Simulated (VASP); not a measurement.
# HfTa (Cmmm) in VASP: further runs, part 2 of 2

VASP 6.6.1. Earlier steps stand in the parts before.

## (5) Single point, PBE

This run uses another cell than the first one, of 20.72 Å³/atom.

INCAR reads:

```
PREC = Accurate ; ENCUT = 520
EDIFF = 1E-6 ; ISMEAR = -1
SIGMA = 0.05 ; LREAL = False
LASPH = True ; NELM = 80
ALGO = Normal ; ISIF = 2
LWAVE = False ; LCHARG = False
GGA = PE ; NBANDS = 18
```

KPOINTS reads:

```
Automatic mesh
0
Gamma
  8 8 5
```

POSCAR reads:

```
HfTa
1.0
    1.7127470000     -2.3996010000      0.0000000000
    1.7127470000      2.3996010000      0.0000000000
    0.0000000000      0.0000000000      5.0414572000
Ta Hf
1 1
Direct
    0.5000000000      0.5000000000      0.5000000000
    0.0000000000      0.0000000000      0.0000000000
```

Potentials or basis: VASP PAW PBE potentials, release 64 (Ta_pv, Hf_pv).

Launch:

```
cat potpaw_PBE.64/Ta_pv/POTCAR potpaw_PBE.64/Hf_pv/POTCAR > POTCAR
mpirun -np 1 vasp_std > vasp.out
```

OUTCAR:

```text
PREC = Accurate
   ENCUT = 520
   EDIFF = 1E-6
   ISMEAR = -1
   LREAL = False
   LASPH = True
   NELM = 80
   ISIF = 2
   GGA = PE

 ion  position               nearest neighbor table
   1  0.500  0.500  0.500-   2 3.05   2 3.05   2 3.05   2 3.05   2 3.48   2 3.48   2 3.48   2 3.48

   2  0.000  0.000  0.000-   1 3.05   1 3.05   1 3.05   1 3.05   1 3.48   1 3.48   1 3.48   1 3.48

  LATTYP: Found a base centered orthorhombic cell.
 ALAT       =     3.4254940000
 B/A-ratio  =     1.4010247865
 C/A-ratio  =     1.4717460314

  Lattice vectors:

 A1 = (   1.7127470000,  -2.3996010000,   0.0000000000)
 A2 = (   1.7127470000,   2.3996010000,   0.0000000000)
 A3 = (   0.0000000000,   0.0000000000,   5.0414572000)

Analysis of symmetry for initial positions (statically):
=====================================================================
 Subroutine PRICEL returns:
 Original cell was already a primitive cell.

 Routine SETGRP: Setting up the symmetry group for a
 base centered orthorhombic supercell.

 Subroutine GETGRP returns: Found  8 space group operations
 (whereof  8 operations were pure point group operations)
 out of a pool of  8 trial point group operations.

The static configuration has the point symmetry D_2h.

Analysis of symmetry for dynamics (positions and initial velocities):
=====================================================================
 Subroutine PRICEL returns:
 Original cell was already a primitive cell.

 Routine SETGRP: Setting up the symmetry group for a
 base centered orthorhombic supercell.

 Subroutine GETGRP returns: Found  8 space group operations
 (whereof  8 operations were pure point group operations)
 out of a pool of  8 trial point group operations.

The dynamic configuration has the point symmetry D_2h.

 Subroutine INISYM returns: Found  8 space group operations
 (whereof  8 operations are pure point group operations),
 and found     1 'primitive' translations

----------------------------------------------------------------------------------------

                                     Primitive cell

  volume of cell :      41.4399

  direct lattice vectors                    reciprocal lattice vectors
     1.712747000 -2.399601000  0.000000000     0.291928697 -0.208367975  0.000000000
     1.712747000  2.399601000  0.000000000     0.291928697  0.208367975  0.000000000
     0.000000000  0.000000000  5.041457200     0.000000000  0.000000000  0.198355349

  length of vectors
     2.948149800  2.948149800  5.041457200     0.358663599  0.358663599  0.198355349

  position of ions in fractional coordinates (direct lattice)
     0.500000000  0.500000000  0.500000000
     0.000000000  0.000000000  0.000000000

  ion indices of the primitive-cell ions
   primitive index   ion index
                 1           1
                 2           2

----------------------------------------------------------------------------------------

 KPOINTS: Automatic mesh

Automatic generation of k-mesh.
 Grid dimensions read from file:
 generate k-points for:    8    8    5

 Generating k-lattice:

  Cartesian coordinates                     Fractional coordinates (reciprocal lattice)
     0.036491087 -0.026045997  0.000000000     0.125000000  0.000000000  0.000000000
     0.036491087  0.026045997  0.000000000     0.000000000  0.125000000  0.000000000
     0.000000000  0.000000000  0.039671070     0.000000000  0.000000000  0.200000000

  Length of vectors
     0.044832950  0.044832950  0.039671070

  Shift w.r.t. Gamma in fractional coordinates (k-lattice)
     0.000000000  0.000000000  0.000000000

 Subroutine IBZKPT returns following result:
 ===========================================

 Found     63 irreducible k-points:

 Following reciprocal coordinates:
            Coordinates               Weight
  0.000000  0.000000  0.000000      1.000000
  0.125000  0.000000  0.000000      4.000000
  0.250000  0.000000  0.000000      4.000000
  0.375000  0.000000  0.000000      4.000000
  0.500000  0.000000  0.000000      2.000000
  0.125000  0.125000  0.000000      2.000000
[... 16 lines left out ...]
  0.125000  0.000000  0.200000      8.000000
  0.250000  0.000000  0.200000      8.000000
 [... further k-points ...]
   k-points           NKPTS =     63   k-points in BZ     NKDIM =     63   number of bands    NBANDS=     18
   number of dos      NEDOS =    301   number of ions     NIONS =      2
   total plane-waves  NPLWV =  23040
   dimension x,y,z NGX =    24 NGY =   24 NGZ =   40
   dimension x,y,z NGXF=    48 NGYF=   48 NGZF=   80
   ions per type =               1   1
   NGX,Y,Z   is equivalent  to a cutoff of  13.53, 13.53, 13.19 a.u.
   NGXF,Y,Z  is equivalent  to a cutoff of  27.07, 27.07, 26.38 a.u.
 SYSTEM =  unknown system
   PREC   = accura    normal or accurate (medium, high low for compatibility)
   ISTART =      0    job   : 0-new  1-cont  2-samecut
   ICHARG =      2    charge: 1-file 2-atom 10-const
   ISPIN  =      1    spin polarized calculation?
   LNONCOLLINEAR =      F non collinear calculations
   LSORBIT =      F    spin-orbit coupling
   LASPH  =      T    aspherical Exc in radial PAW
   ENCUT  =  520.0 eV  38.22 Ry    6.18 a.u.   5.48  5.48  9.37*2*pi/ulx,y,z
   NELM   =     80;   NELMIN=  2; NELMDL= -5     # of ELM steps
   EDIFF  = 0.1E-05   stopping-criterion for ELM
   LREAL  =      F    real-space projection
   EDIFFG = 0.1E-04   stopping-criterion for IOM
   NSW    =      0    number of steps for IOM
   IBRION =     -1    ionic relax: 0-MD 1-quasi-New 2-CG
   NFREE  =      0    steps in history (QN), initial steepest desc. (CG)
   ISIF   =      2    stress and relaxation
   ISYM   =      2    0-nonsym 1-usesym 2-fastsym
   POTIM  = 0.5000    time-step for ionic-motion
   TEBEG  =    0.0;   TEEND  =   0.0 temperature during run
   PSTRESS=    0.0 pullay stress
   NELECT =      21.0000    total number of electrons
   NUPDOWN=      -1.0000    fix difference up-down
   EMIN   =  10.00;   EMAX   =-10.00  energy-range for DOS
   EFERMI =   0.00;   METHOD = LEGACY
   ISMEAR =    -1;   SIGMA  =   0.05  broadening in eV -4-tet -1-fermi 0-gaus
   EFERMI_NEDOS =   21; number of points for ismear=-14 and -15
   IALGO  =     38    algorithm
   IMIX   =      4    mixing-type and parameters
     AMIX     =   0.40;   BMIX     =  1.00
     AMIX_MAG =   1.60;   BMIX_MAG =  1.00
  volume/ion in A,a.u.               =      20.72       139.83
  Fermi-wavevector in a.u.,A,eV,Ry     =   1.305194  2.466459 23.177960  1.703532
  Thomas-Fermi vector in A             =   2.436080
   LORBIT       =      0    0 simple, 1 ext, 2 COOP (PROOUT), +10 PAW based schemes
   GGA     = PE    functional components
[... 5 lines left out ...]
 non-spin polarized calculation
  energy-cutoff  :      520.00
  volume of cell :       41.44
 maximum number of plane-waves:      1139
 NGX is ok and might be reduce to    24
   NGX = 11   NGY = 11   NGZ = 19

 number of electron      21.0000002 magnetization

 Free energy of the ion-electron system (eV)
  ---------------------------------------------------
  ext. energy  EPLUGINS =         0.00000000
  ---------------------------------------------------
  free energy    TOTEN  =       -21.40114416 eV

  energy without entropy =      -21.37145092  energy(sigma->0) =      -21.38629754

 E-fermi :   4.7839     XC(G=0): -11.7726

 val. band max:        4.7830953044   @ k =   0.5000   0.1250   0.2000
 cond. band min:       4.7868951628   @ k =  -0.2500   0.2500   0.4000
 fundamental gap:      0.0037998584
 Fermi energy:         4.7839431818

 k-point     1 :       0.0000    0.0000    0.0000
  band No.  band energies     occupation
      1     -29.2646      2.00000
      2     -28.8922      2.00000
      3     -28.7221      2.00000
      4     -25.2275      2.00000
      5     -24.9233      2.00000
      6     -24.7898      2.00000
[... 10 lines left out ...]
     17      10.2998      0.00000
     18      11.9797      0.00000

 k-point     2 :       0.1250    0.0000    0.0000
  band No.  band energies     occupation
      1     -29.2491      2.00000
      2     -28.9484      2.00000
      3     -28.7637      2.00000
      4     -25.2181      2.00000
      5     -25.0177      2.00000
      6     -24.8367      2.00000
[... 10 lines left out ...]
     17      10.2895      0.00000
     18      12.4807      0.00000
[... 442 lines left out ...]
 k-point    24 :       0.2500    0.0000    0.2000
  band No.  band energies     occupation
      1     -29.2094      2.00000
      2     -29.1434      2.00000
      3     -28.8009      2.00000
      4     -25.3160      2.00000
      5     -25.1996      2.00000
      6     -24.8645      2.00000
[... 10 lines left out ...]
     17       9.8719      0.00000
     18      12.7511      0.00000

 [... further k-points ...]

------------------------ aborting loop because EDIFF is reached ----------------------------------------

  FORCE on cell =-STRESS in cart. coord.  units (eV):
  Direction    XX          YY          ZZ          XY          YZ          ZX
  --------------------------------------------------------------------------------------
  -------------------------------------------------------------------------------------
  Total       -1.1424701     -0.8708946     -1.8528204      0.0000000      0.0000000      0.0000000
  in kB      -44.1709867    -33.6711405    -71.6350532      0.0000000      0.0000000      0.0000000
  external PRESSURE =     -49.8257268 kB  Pullay stress =       0.0000000 kB

 VOLUME and BASIS-vectors are now :
 -----------------------------------------------------------------------------
  energy-cutoff  :      520.00
  volume of cell :       41.44
      direct lattice vectors                 reciprocal lattice vectors
     1.712747000 -2.399601000  0.000000000     0.291928697 -0.208367975  0.000000000
     1.712747000  2.399601000  0.000000000     0.291928697  0.208367975  0.000000000
     0.000000000  0.000000000  5.041457200     0.000000000  0.000000000  0.198355349

 POSITION                                       TOTAL-FORCE (eV/Angst)
 -----------------------------------------------------------------------------------
      1.71275      0.00000      2.52073         0.000000     -0.000000      0.000000
      0.00000      0.00000      0.00000         0.000000      0.000000      0.000000
 -----------------------------------------------------------------------------------
    total drift:                                0.000000      0.000000     -0.000000

  FREE ENERGIE OF THE ION-ELECTRON SYSTEM (eV)
  ---------------------------------------------------
  free  energy   TOTEN  =       -21.4011441589 eV

  energy  without entropy=      -21.3714509233  energy(sigma->0) =      -21.38629754
```

Wall time 60 s (1 thread of AMD EPYC 7R13, shared host); peak memory 0.16 GiB.

Results:

```
Free energy            : -21.4011 eV
Pressure               : -5.0 GPa
Band gap on the k mesh : zero (an odd number of electrons rules out a gap without spin polarisation)
```

Caveat: the cell stands under tension; spin-orbit coupling is left out, which moves the levels of the heavy elements.

## (6) The runs side by side

```csv
cell,gap on the mesh (eV),pressure (GPa)
"a = 2.948, b = 2.948, c = 4.848 Å, angles 90.0, 90.0, 109.0°, 2 atoms",none,0.1
"a = 2.948, b = 2.948, c = 4.896 Å, angles 90.0, 90.0, 109.0°, 2 atoms",none,-1.3
"a = 2.948, b = 2.948, c = 4.945 Å, angles 90.0, 90.0, 109.0°, 2 atoms",none,-2.5
"a = 2.948, b = 2.948, c = 5.041 Å, angles 90.0, 90.0, 109.0°, 2 atoms",none,-5.0
```

Alike in all rows: task single point; level PBE; potentials or basis VASP PAW PBE potentials, release 64 (Ta_pv, Hf_pv); no spin polarisation; k mesh 8 × 8 × 5; cutoff (eV) 520; smearing fermi-dirac 0.05 eV.

Caveats: spin-orbit coupling is left out, which moves the levels of the heavy elements; the cell stands under tension (at least some runs).

Total energies depend on the potentials used, so only differences within one code and one set of settings carry meaning.
